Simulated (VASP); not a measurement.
# Al (P6_3/mmc) in VASP: a series of runs

Runs on Al. Level: PBEsol. Tasks: single point.

Program: VASP 6.6.1. These are calculated values, not measurements. Logs are shortened: lines on timing, memory, paths and dates and some standing lists are left out, and cuts for length are marked.

## Step 1: The cell of the first run

Symmetry: P6_3/mmc, No. 194, hexagonal system. Conventional cell: a = 2.650 Å, b = 2.650 Å, c = 4.564 Å, α = 90.00°, β = 90.00°, γ = 120.00°. Within 3.5 Å of Al (site symmetry -6m2) lie 12 Al at 2.65 to 2.75 Å.

## Step 2: Single point, PBEsol

INCAR

```
PREC = Accurate
ENCUT = 520
EDIFF = 1E-6
ISMEAR = 0
SIGMA = 0.15
LREAL = False
LASPH = True
NELM = 80
ALGO = Normal
ISIF = 2
LWAVE = False
LCHARG = False
GGA = PS
NBANDS = 10
```

KPOINTS

```
Automatic mesh
0
Gamma
  18 18 10
```

POSCAR

```
Al
1.0
    2.6502000000      0.0000000000      0.0000000000
   -1.3251000000      2.2951405251      0.0000000000
    0.0000000000      0.0000000000      4.5641000000
Al
2
Direct
    0.6666666667      0.3333333333      0.7500000000
    0.3333333333      0.6666666667      0.2500000000
```

Potentials or basis: VASP PAW PBE potentials, release 64 (Al).

The run is started by

```console
$ cat potpaw_PBE.64/Al/POTCAR > POTCAR
$ mpirun -np 1 vasp_std > vasp.out
```

OUTCAR:

```text
PREC = Accurate
   ENCUT = 520
   EDIFF = 1E-6
   ISMEAR = 0
   LREAL = False
   LASPH = True
   NELM = 80
   ISIF = 2
   GGA = PS

 ion  position               nearest neighbor table
   1  0.667  0.333  0.750-   2 2.75   2 2.75   2 2.75   2 2.75   2 2.75   2 2.75
   2  0.333  0.667  0.250-   1 2.75   1 2.75   1 2.75   1 2.75   1 2.75   1 2.75

  LATTYP: Found a hexagonal cell.
 ALAT       =     2.6502000000
 C/A-ratio  =     1.7221719116

  Lattice vectors:

 A1 = (   2.6502000000,   0.0000000000,   0.0000000000)
 A2 = (  -1.3251000000,   2.2951405251,   0.0000000000)
 A3 = (   0.0000000000,   0.0000000000,   4.5641000000)

Analysis of symmetry for initial positions (statically):
=====================================================================
 Subroutine PRICEL returns:
 Original cell was already a primitive cell.

 Routine SETGRP: Setting up the symmetry group for a
 hexagonal supercell.

 Subroutine GETGRP returns: Found 24 space group operations
 (whereof 12 operations were pure point group operations)
 out of a pool of 24 trial point group operations.

The static configuration has the point symmetry D_3d.
 The point group associated with its full space group is D_6h.

Analysis of symmetry for dynamics (positions and initial velocities):
=====================================================================
 Subroutine PRICEL returns:
 Original cell was already a primitive cell.

 Routine SETGRP: Setting up the symmetry group for a
 hexagonal supercell.

 Subroutine GETGRP returns: Found 24 space group operations
 (whereof 12 operations were pure point group operations)
 out of a pool of 24 trial point group operations.

The dynamic configuration has the point symmetry D_3d.
 The point group associated with its full space group is D_6h.

 Subroutine INISYM returns: Found 24 space group operations
 (whereof 12 operations are pure point group operations),
 and found     1 'primitive' translations

----------------------------------------------------------------------------------------

                                     Primitive cell

  volume of cell :      27.7615

  direct lattice vectors                    reciprocal lattice vectors
     2.650200000  0.000000000  0.000000000     0.377330013  0.217851584  0.000000000
    -1.325100000  2.295140525  0.000000000     0.000000000  0.435703169  0.000000000
     0.000000000  0.000000000  4.564100000     0.000000000  0.000000000  0.219101247

  length of vectors
     2.650200000  2.650200000  4.564100000     0.435703169  0.435703169  0.219101247

  position of ions in fractional coordinates (direct lattice)
     0.666666667  0.333333333  0.750000000
     0.333333333  0.666666667  0.250000000

  ion indices of the primitive-cell ions
   primitive index   ion index
                 1           1
                 2           2

----------------------------------------------------------------------------------------

 KPOINTS: Automatic mesh

Automatic generation of k-mesh.
 Grid dimensions read from file:
 generate k-points for:   18   18   10

 Generating k-lattice:

  Cartesian coordinates                     Fractional coordinates (reciprocal lattice)
     0.020962778  0.012102866  0.000000000     0.055555556 -0.000000000  0.000000000
     0.000000000  0.024205732  0.000000000     0.000000000  0.055555556  0.000000000
     0.000000000  0.000000000  0.021910125     0.000000000  0.000000000  0.100000000

  Length of vectors
     0.024205732  0.024205732  0.021910125

  Shift w.r.t. Gamma in fractional coordinates (k-lattice)
     0.000000000  0.000000000  0.000000000

 Subroutine IBZKPT returns following result:
 ===========================================

 Found    222 irreducible k-points:

 Following reciprocal coordinates:
            Coordinates               Weight
  0.000000  0.000000  0.000000      1.000000
  0.055556 -0.000000  0.000000      6.000000
  0.111111 -0.000000  0.000000      6.000000
  0.166667  0.000000  0.000000      6.000000
  0.222222 -0.000000  0.000000      6.000000
  0.277778  0.000000  0.000000      6.000000
[... 16 lines left out ...]
  0.333333  0.111111  0.000000     12.000000
  0.388889  0.111111  0.000000     12.000000
 [... further k-points ...]
   k-points           NKPTS =    222   k-points in BZ     NKDIM =    222   number of bands    NBANDS=     10
   number of dos      NEDOS =    301   number of ions     NIONS =      2
   total plane-waves  NPLWV =  14400
   dimension x,y,z NGX =    20 NGY =   20 NGZ =   36
   dimension x,y,z NGXF=    40 NGYF=   40 NGZF=   72
   ions per type =               2
   NGX,Y,Z   is equivalent  to a cutoff of  12.55, 12.55, 13.11 a.u.
   NGXF,Y,Z  is equivalent  to a cutoff of  25.09, 25.09, 26.23 a.u.
 SYSTEM =  unknown system
   PREC   = accura    normal or accurate (medium, high low for compatibility)
   ISTART =      0    job   : 0-new  1-cont  2-samecut
   ICHARG =      2    charge: 1-file 2-atom 10-const
   ISPIN  =      1    spin polarized calculation?
   LNONCOLLINEAR =      F non collinear calculations
   LSORBIT =      F    spin-orbit coupling
   LASPH  =      T    aspherical Exc in radial PAW
   ENCUT  =  520.0 eV  38.22 Ry    6.18 a.u.   4.93  4.93  8.49*2*pi/ulx,y,z
   NELM   =     80;   NELMIN=  2; NELMDL= -5     # of ELM steps
   EDIFF  = 0.1E-05   stopping-criterion for ELM
   LREAL  =      F    real-space projection
   EDIFFG = 0.1E-04   stopping-criterion for IOM
   NSW    =      0    number of steps for IOM
   IBRION =     -1    ionic relax: 0-MD 1-quasi-New 2-CG
   NFREE  =      0    steps in history (QN), initial steepest desc. (CG)
   ISIF   =      2    stress and relaxation
   ISYM   =      2    0-nonsym 1-usesym 2-fastsym
   POTIM  = 0.5000    time-step for ionic-motion
   TEBEG  =    0.0;   TEEND  =   0.0 temperature during run
   PSTRESS=    0.0 pullay stress
   NELECT =       6.0000    total number of electrons
   NUPDOWN=      -1.0000    fix difference up-down
   EMIN   =  10.00;   EMAX   =-10.00  energy-range for DOS
   EFERMI =   0.00;   METHOD = LEGACY
   ISMEAR =     0;   SIGMA  =   0.15  broadening in eV -4-tet -1-fermi 0-gaus
   EFERMI_NEDOS =   21; number of points for ismear=-14 and -15
   IALGO  =     38    algorithm
   IMIX   =      4    mixing-type and parameters
     AMIX     =   0.40;   BMIX     =  1.00
     AMIX_MAG =   1.60;   BMIX_MAG =  1.00
  volume/ion in A,a.u.               =      13.88        93.67
  Fermi-wavevector in a.u.,A,eV,Ry     =   0.982451  1.856563 13.132478  0.965210
  Thomas-Fermi vector in A             =   2.113534
   LORBIT       =      0    0 simple, 1 ext, 2 COOP (PROOUT), +10 PAW based schemes
   GGA     = PS    functional components
   LHFCALC =     F    Hartree Fock is set to
   AEXX    =    0.0000 exact exchange contribution
   IVDW    =     0    specifies the selected vdW correction
   LEPSILON=     F    determine dielectric tensor
   LRPA    =     F    only Hartree local field effects (RPA)
 non-spin polarized calculation
 Gauss-broadening in eV      SIGMA  =   0.15
  energy-cutoff  :      520.00
  volume of cell :       27.76
 maximum number of plane-waves:       771
 NGX is ok and might be reduce to    20
   NGX =  9   NGY =  9   NGZ = 17

 number of electron       6.0000000 magnetization

 Free energy of the ion-electron system (eV)
  ---------------------------------------------------
  ext. energy  EPLUGINS =         0.00000000
  ---------------------------------------------------
  free energy    TOTEN  =        -7.86422678 eV

  energy without entropy =       -7.85689112  energy(sigma->0) =       -7.86055895

 E-fermi :   9.8795     XC(G=0): -10.9047

 val. band max:        9.8777010496   @ k =   0.3333  -0.0000   0.0000
 cond. band min:       9.8869097723   @ k =   0.3333   0.2222   0.2000
 fundamental gap:      0.0092087226
 Fermi energy:         9.8794971820

 k-point     1 :       0.0000    0.0000    0.0000
  band No.  band energies     occupation
      1      -2.5092      2.00000
      2       4.2511      2.00000
      3       4.5543      2.00000
      4      21.9626      0.00000
      5      22.5488      0.00000
      6      22.5488      0.00000
      7      22.8658      0.00000
      8      22.8658      0.00000
      9      24.5049      0.00000
     10      26.4772      0.00000

 k-point     2 :       0.0556   -0.0000    0.0000
  band No.  band energies     occupation
      1      -2.4226      2.00000
      2       4.3306      2.00000
      3       4.6378      2.00000
      4      20.5789      0.00000
      5      21.5281      0.00000
      6      22.0440      0.00000
      7      23.2031      0.00000
      8      23.9659      0.00000
      9      24.5684      0.00000
     10      26.7522      0.00000

 k-point     3 :       0.1111   -0.0000    0.0000
  band No.  band energies     occupation
      1      -2.1633      2.00000
      2       4.5692      2.00000
      3       4.8870      2.00000
      4      18.2839      0.00000
      5      20.4888      0.00000
      6      21.3423      0.00000
      7      22.8947      0.00000
      8      24.4848      0.00000
      9      24.8062      0.00000
     10      25.0231      0.00000

 k-point     4 :       0.1667    0.0000    0.0000
  band No.  band energies     occupation
      1      -1.7325      2.00000
      2       4.9671      2.00000
      3       5.2973      2.00000
      4      15.9694      0.00000
      5      19.5821      0.00000
      6      20.1941      0.00000
      7      22.1924      0.00000
      8      22.3153      0.00000
      9      24.7399      0.00000
     10      25.0952      0.00000
[... 222 lines left out ...]
 k-point    22 :       0.2778    0.1111    0.0000
  band No.  band energies     occupation
      1       0.8178      2.00000
      2       7.3584      2.00000
      3       7.4734      2.00000
      4      10.0819      0.05635
      5      13.8910      0.00000
      6      16.0266      0.00000
      7      17.0464      0.00000
      8      20.4452      0.00000
      9      20.9295      0.00000
     10      22.8578      0.00000

 k-point    23 :       0.3333    0.1111    0.0000
  band No.  band energies     occupation
      1       1.9039      2.00000
      2       7.3728      2.00000
      3       8.3945      2.00000
      4       9.3426      2.00000
      5      13.1791      0.00000
      6      14.1980      0.00000
      7      15.7539      0.00000
      8      20.0243      0.00000
      9      20.6194      0.00000
     10      22.5530      0.00000

 k-point    24 :       0.3889    0.1111    0.0000
  band No.  band energies     occupation
      1       3.1409      2.00000
      2       6.0020      2.00000
      3       9.5821      1.99494
      4      10.1140      0.02704
      5      12.2957      0.00000
      6      12.5309      0.00000
      7      14.9410      0.00000
      8      19.7735      0.00000
      9      20.4284      0.00000
     10      22.3582      0.00000

 [... further k-points ...]

------------------------ aborting loop because EDIFF is reached ----------------------------------------

  FORCE on cell =-STRESS in cart. coord.  units (eV):
  Direction    XX          YY          ZZ          XY          YZ          ZX
  --------------------------------------------------------------------------------------
  -------------------------------------------------------------------------------------
  Total        3.5917217      3.5917217      2.5143892      0.0000000     -0.0000000      0.0000000
  in kB      207.2860965    207.2860965    145.1108863      0.0000000     -0.0000000      0.0000000
  external PRESSURE =     186.5610264 kB  Pullay stress =       0.0000000 kB

 VOLUME and BASIS-vectors are now :
 -----------------------------------------------------------------------------
  energy-cutoff  :      520.00
  volume of cell :       27.76
      direct lattice vectors                 reciprocal lattice vectors
     2.650200000  0.000000000  0.000000000     0.377330013  0.217851584  0.000000000
    -1.325100000  2.295140525  0.000000000     0.000000000  0.435703169  0.000000000
     0.000000000  0.000000000  4.564100000     0.000000000  0.000000000  0.219101247

 POSITION                                       TOTAL-FORCE (eV/Angst)
 -----------------------------------------------------------------------------------
      1.32510      0.76505      3.42307        -0.000000     -0.000000      0.000000
     -0.00000      1.53009      1.14102         0.000000      0.000000      0.000000
 -----------------------------------------------------------------------------------
    total drift:                                0.000000     -0.000000     -0.000000

  FREE ENERGIE OF THE ION-ELECTRON SYSTEM (eV)
  ---------------------------------------------------
  free  energy   TOTEN  =        -7.8642267821 eV

  energy  without entropy=       -7.8568911239  energy(sigma->0) =       -7.86055895
```

Wall time 28 s (1 thread of Intel Xeon 6975P-C, shared host); peak memory 0.17 GiB.

Results:

| Property | Result |
| --- | --- |
| Free energy | -7.8642 eV |
| Pressure | 18.7 GPa |
| Band gap on the k mesh | zero (band 3 reaches 13.91 eV, above the bottom of band 4 at 6.58 eV) |

Levels at points of the mesh, in eV from the Fermi level:
| k point | band 1 | band 2 | band 3 | band 4 | band 5 | band 6 | band 7 |
| --- | --- | --- | --- | --- | --- | --- | --- |
| (0.00, 0.00, 0.00) | -12.39 | -5.63 | -5.33 | 12.08 | 12.67 | 12.67 | 12.99 |
| (0.50, 0.00, 0.00) | -5.67 | -5.54 | 0.57 | 0.96 | 1.15 | 1.81 | 7.19 |
| (0.00, 0.00, 0.50) | -10.63 | -10.63 | 2.73 | 2.73 | 13.51 | 13.51 | 13.51 |
| (0.50, 0.00, 0.50) | -4.41 | -4.41 | -3.30 | -3.30 | 7.77 | 7.77 | 8.64 |

Caveat: the PAW data sets were made with another functional, which shifts forces and pressure a little.

## Step 3: Single point, PBEsol

This run uses another cell than the first one, of 13.84 Å³/atom, 0.997 times its volume.

INCAR

```
PREC = Accurate ; ENCUT = 520
EDIFF = 1E-7 ; ISMEAR = 0
SIGMA = 0.15 ; LREAL = F
LASPH = T ; NELM = 100
ALGO = Normal ; ISIF = 2
LWAVE = F ; LCHARG = F
GGA = PS ; NBANDS = 10
```

KPOINTS is that of step 2.

POSCAR

```
Al
1.0
    2.6901000000      0.0000000000      0.0000000000
   -1.3450500000      2.3296949387      0.0000000000
    0.0000000000      0.0000000000      4.4157000000
Al
2
Direct
    0.6666666667      0.3333333333      0.7500000000
    0.3333333333      0.6666666667      0.2500000000
```

Potentials or basis: VASP PAW PBE potentials, release 64 (Al).

The run is started by

```console
$ cat potpaw_PBE.64/Al/POTCAR > POTCAR
$ mpirun -np 1 vasp_std > vasp.out
```

Wall time 30 s (1 thread of Intel Xeon 6975P-C, shared host); peak memory 0.17 GiB.

It converged, with:

| Item | Value |
| --- | --- |
| Free energy | -7.8685 eV |
| Pressure | 18.7 GPa |
| Band gap on the k mesh | zero (band 3 reaches 14.34 eV, above the bottom of band 4 at 6.49 eV) |

Stress tensor (GPa, compression positive):
```
18.81  0.00  0.00
 0.00 18.81  0.00
 0.00  0.00 18.39
```

Levels at points of the mesh, in eV from the Fermi level:
```tsv
k point	band 1	band 2	band 3	band 4	band 5	band 6	band 7	band 8
(0.00, 0.00, 0.00)	-12.41	-5.36	-4.72	12.02	12.02	12.16	12.16	12.93
(0.50, 0.00, 0.00)	-5.84	-5.79	0.59	1.22	1.43	2.10	6.54	8.72
(0.00, 0.00, 0.50)	-10.53	-10.53	3.69	3.69	12.92	12.92	12.92	12.92
(0.50, 0.00, 0.50)	-4.50	-4.50	-3.43	-3.43	7.94	7.94	8.09	8.09
```

Caveat: the PAW data sets were made with another functional, which shifts forces and pressure a little.

## Step 4: Single point, PBEsol

This run uses another cell than the first one, of 14.01 Å³/atom, 1.009 times its volume.

INCAR

```
ALGO = Normal
EDIFF = 1E-6
ENCUT = 520
GGA = PS
ISIF = 2
ISMEAR = 0
LASPH = T
LCHARG = F
LREAL = F
LWAVE = F
NBANDS = 10
NELM = 60
PREC = Accurate
SIGMA = 0.15
```

KPOINTS

```
k-points
0
Gamma
  18 18 10
```

POSCAR

```
Al
1.0
    2.7300000000      0.0000000000      0.0000000000
   -1.3650000000      2.3642493523      0.0000000000
    0.0000000000      0.0000000000      4.3414000000
Al
2
Direct
    0.6666666667      0.3333333333      0.7500000000
    0.3333333333      0.6666666667      0.2500000000
```

The run is started by

```console
$ cat potpaw_PBE.64/Al/POTCAR > POTCAR
$ mpirun -np 1 vasp_std > vasp.out
```

Run time: 17 s. Hardware: 1 thread of Intel Xeon 6975P-C, shared host; peak memory 0.17 GiB.

Results (log left out):

- Free energy: -7.9011 eV
- Pressure: 16.9 GPa
- Band gap on the k mesh: zero (band 3 reaches 14.67 eV, above the bottom of band 4 at 6.29 eV)

Stress tensor (GPa, compression positive):
```
15.51  0.00  0.00
 0.00 15.51  0.00
 0.00  0.00 19.80
```

Levels at points of the mesh, in eV from the Fermi level:
```csv
k point,band 1,band 2,band 3,band 4,band 5,band 6,band 7
"(0.00, 0.00, 0.00)",-12.31,-5.08,-4.27,11.50,11.50,11.53,11.53
"(0.50, 0.00, 0.00)",-5.90,-5.87,0.64,1.34,1.73,2.28,6.06
"(0.00, 0.00, 0.50)",-10.36,-10.36,4.33,4.33,12.46,12.46,12.46
"(0.50, 0.00, 0.50)",-4.48,-4.48,-3.47,-3.47,7.67,7.67,7.98
```

Caveat: the PAW data sets were made with another functional, which shifts forces and pressure a little.

[end of part 1 of 2]
